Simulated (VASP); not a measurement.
# LiCl (Pm-3m) in VASP: further runs, part 2 of 2

VASP 6.6.1. The steps go on from the part before.

## Step 3: Single point, r2SCAN

POSCAR reads:

```
LiCl
1.0
    3.2711235786      0.0000000000      0.0000000000
    0.0000000000      3.2711235786      0.0000000000
    0.0000000000      0.0000000000      3.2711235786
Li Cl
1 1
Direct
    0.0000000000      0.0000000000      0.0000000000
    0.5000000000      0.5000000000      0.5000000000
```

INCAR.step1 reads:

```
  PREC = Accurate
  ENCUT = 520
  ISMEAR = 0
  SIGMA = 0.01
  LREAL = False
  LASPH = True
  NELM = 100
  NBANDS = 12
  GGA = PE
  ALGO = Normal
  EDIFF = 1E-4
  LWAVE = True
  LCHARG = False
```

INCAR.step2 reads:

```
  PREC = Accurate
  ENCUT = 520
  EDIFF = 1E-6
  ISMEAR = 0
  SIGMA = 0.01
  LREAL = False
  LASPH = True
  NELM = 100
  ALGO = Normal
  ISIF = 2
  LWAVE = False
  LCHARG = False
  METAGGA = R2SCAN
  LMIXTAU = True
  NBANDS = 12
  ISTART = 1
```

KPOINTS reads:

```
Automatic mesh
0
Gamma
  4 4 4
```

Potentials or basis: VASP PAW PBE potentials, release 64 (Li_sv, Cl).

On the command line:

```sh
$ cat potpaw_PBE.64/Li_sv/POTCAR potpaw_PBE.64/Cl/POTCAR > POTCAR
$ cp INCAR.step1 INCAR
$ mpirun -np 1 vasp_std > vasp.out
$ cp INCAR.step2 INCAR
$ mpirun -np 1 vasp_std > vasp.out
```

Wall time 8.9 s (1 thread of AMD EPYC 9R45 (Zen 5), shared host); peak memory 0.1 GiB.

Results (log left out):

| Quantity | Value |
| --- | --- |
| Free energy | -11.9451 eV |
| Band gap on the k mesh | 5.38 eV, indirect (least direct gap 5.96 eV) |

Levels at points of the mesh, in eV from the valence-band top:
```tsv
k point	band 3	band 4	band 5	band 6	band 7	band 8
(0.00, 0.00, 0.00)	-0.85	-0.85	-0.85	5.38	9.37	9.37
(0.50, 0.00, 0.00)	-4.00	-0.36	-0.36	6.66	10.67	11.04
(0.50, 0.50, 0.00)	-3.41	-3.41	0.00	5.96	10.81	10.81
(0.50, 0.50, 0.50)	-2.56	-2.56	-2.56	5.80	5.80	5.80
```

Caveat: the k points lie up to 0.48 Å⁻¹ apart; the cutoff is under 1.25 times the usual one of these potentials, so pressure, stress and relaxed cells hold a basis-set (Pulay) error; the PAW data sets were made with another functional, which shifts forces and pressure a little. A k mesh can miss the band edges.

## Step 4: Single point, HSE06

POSCAR is that of step 3.

INCAR.step1 reads:

```
SYSTEM = LiCl
PREC     = Accurate       ! precision mode
ENCUT    = 520            ! plane-wave cutoff, eV
EDIFF    = 1E-5           ! SCF threshold, eV
ISMEAR   = 0              ! smearing method
SIGMA    = 0.01           ! smearing width, eV
LREAL    = .False.        ! projectors in reciprocal space
LASPH    = .True.         ! aspherical terms in the spheres
NELM     = 80             ! most SCF steps
ALGO     = Normal         ! electronic algorithm
ISIF     = 2              ! what is computed and relaxed
LWAVE    = .True.         ! write WAVECAR
LCHARG   = .False.        ! write CHGCAR
NBANDS   = 12             ! bands
GGA      = PE             ! functional
```

INCAR.step2 reads:

```
SYSTEM = LiCl
PREC     = Accurate       ! precision mode
ENCUT    = 520            ! plane-wave cutoff, eV
EDIFF    = 1E-6           ! SCF threshold, eV
ISMEAR   = 0              ! smearing method
SIGMA    = 0.01           ! smearing width, eV
LREAL    = .False.        ! projectors in reciprocal space
LASPH    = .True.         ! aspherical terms in the spheres
NELM     = 80             ! most SCF steps
ALGO     = Normal         ! electronic algorithm
ISIF     = 2              ! what is computed and relaxed
LWAVE    = .False.        ! write WAVECAR
LCHARG   = .False.        ! write CHGCAR
GGA      = PE             ! functional
LHFCALC  = .True.         ! exact exchange
HFSCREEN = 0.2079         ! screening, 1/A
PRECFOCK = Normal       
NBANDS   = 12             ! bands
ISTART   = 1
```

KPOINTS reads:

```
regular mesh
0
Gamma
  4 4 4
  0 0 0
```

Potentials or basis: VASP PAW PBE potentials, release 64 (Li_sv, Cl).

On the command line:

```sh
$ cat potpaw_PBE.64/Li_sv/POTCAR potpaw_PBE.64/Cl/POTCAR > POTCAR
$ cp INCAR.step1 INCAR
$ mpirun -np 1 vasp_std > vasp.out
$ cp INCAR.step2 INCAR
$ mpirun -np 1 vasp_std > vasp.out
```

OUTCAR:

```text
SYSTEM = LiCl
   PREC = Accurate
   ENCUT = 520
   EDIFF = 1E-6
   ISMEAR = 0
   LREAL = .False.
   LASPH = .True.
   NELM = 80
   ISIF = 2
   GGA = PE
   LHFCALC = .True.
   HFSCREEN = 0.2079
   PRECFOCK = Normal
   ISTART = 1

 ion  position               nearest neighbor table
   1  0.000  0.000  0.000-
   2  0.500  0.500  0.500-

  LATTYP: Found a simple cubic cell.
 ALAT       =     3.2711235786

  Lattice vectors:
[... 326 lines left out ...]
     11      21.1706      0.00000
     12      21.1706      0.00000

------------------------ aborting loop because EDIFF is reached ----------------------------------------

  FORCE on cell =-STRESS in cart. coord.  units (eV):
  Direction    XX          YY          ZZ          XY          YZ          ZX
  --------------------------------------------------------------------------------------
  -------------------------------------------------------------------------------------
  Total       -0.0140259     -0.0140259     -0.0140259     -0.0000000     -0.0000000      0.0000000
  in kB       -0.6420226     -0.6420226     -0.6420226     -0.0000000     -0.0000000      0.0000000
  external PRESSURE =      -0.6420226 kB  Pullay stress =       0.0000000 kB

 VOLUME and BASIS-vectors are now :
 -----------------------------------------------------------------------------
  energy-cutoff  :      520.00
  volume of cell :       35.00
      direct lattice vectors                 reciprocal lattice vectors
     3.271123579  0.000000000  0.000000000     0.305705357  0.000000000  0.000000000
     0.000000000  3.271123579  0.000000000     0.000000000  0.305705357  0.000000000
     0.000000000  0.000000000  3.271123579     0.000000000  0.000000000  0.305705357

 POSITION                                       TOTAL-FORCE (eV/Angst)
 -----------------------------------------------------------------------------------
      0.00000      0.00000      0.00000         0.000000      0.000000      0.000000
      1.63556      1.63556      1.63556         0.000000      0.000000      0.000000
 -----------------------------------------------------------------------------------
    total drift:                                0.000001      0.000001      0.000001

  FREE ENERGIE OF THE ION-ELECTRON SYSTEM (eV)
  ---------------------------------------------------
  free  energy   TOTEN  =        -7.8460492218 eV

  energy  without entropy=       -7.8460492218  energy(sigma->0) =       -7.84604922
```

OSZICAR.step1:

```text
N       E                     dE             d eps       ncg     rms          rms(c)
DAV:   1     0.447314434781E+02    0.44731E+02   -0.39338E+03   240   0.763E+02
DAV:   2    -0.413668749834E+01   -0.48868E+02   -0.46192E+02   324   0.143E+02
DAV:   3    -0.689970392456E+01   -0.27630E+01   -0.27546E+01   320   0.343E+01
DAV:   4    -0.693234290047E+01   -0.32639E-01   -0.32632E-01   324   0.414E+00
DAV:   5    -0.693271950728E+01   -0.37661E-03   -0.37661E-03   324   0.386E-01    0.292E+00
DAV:   6    -0.681184937133E+01    0.12087E+00   -0.25138E-01   284   0.209E+00    0.196E+00
DAV:   7    -0.679954733623E+01    0.12302E-01   -0.81195E-02   348   0.136E+00    0.103E+00
DAV:   8    -0.680127713790E+01   -0.17298E-02   -0.71424E-03   292   0.610E-01    0.217E-01
DAV:   9    -0.680123673576E+01    0.40402E-04   -0.32012E-04   280   0.120E-01    0.100E-01
DAV:  10    -0.680129693147E+01   -0.60196E-04   -0.18109E-04   264   0.793E-02    0.655E-02
DAV:  11    -0.680129177060E+01    0.51609E-05   -0.26291E-05   292   0.272E-02
   1 F= -.68012918E+01 E0= -.68012918E+01  d E =-.486270E-32
```

Run time: 57 s. Hardware: 1 thread of AMD EPYC 9R45 (Zen 5), shared host; peak memory 0.21 GiB.

What came out:

* Free energy: -7.8460 eV
* Band gap on the k mesh: 5.70 eV, indirect (least direct gap 6.44 eV)

Caveat: the k points lie up to 0.48 Å⁻¹ apart; the cutoff is under 1.25 times the usual one of these potentials, so pressure, stress and relaxed cells hold a basis-set (Pulay) error; the PAW data sets were made with another functional, which shifts forces and pressure a little. A k mesh can miss the band edges.

## Step 5: Overview

| level | k mesh | grid for exact exchange (PRECFOCK) | screening parameter | gap on the mesh (eV) |
| --- | --- | --- | --- | --- |
| PBE | 6 × 6 × 6 | - | - | 4.43 |
| r2SCAN | 4 × 4 × 4 | - | - | 5.38 |
| HSE06 | 4 × 4 × 4 | Normal | 0.2079 1/Å | 5.70 |

Alike in all rows: task single point; potentials or basis VASP PAW PBE potentials, release 64 (Li_sv, Cl); no spin polarisation; cell as given; cutoff (eV) 520; smearing gaussian 0.01 eV.

Caveats: some runs use coarse meshes; the cutoff is under 1.25 times the usual one of these potentials, so pressure, stress and relaxed cells hold a basis-set (Pulay) error; the PAW data sets were made with another functional, which shifts forces and pressure a little (some runs).

Absolute energies hang on the potentials; compare differences alone.
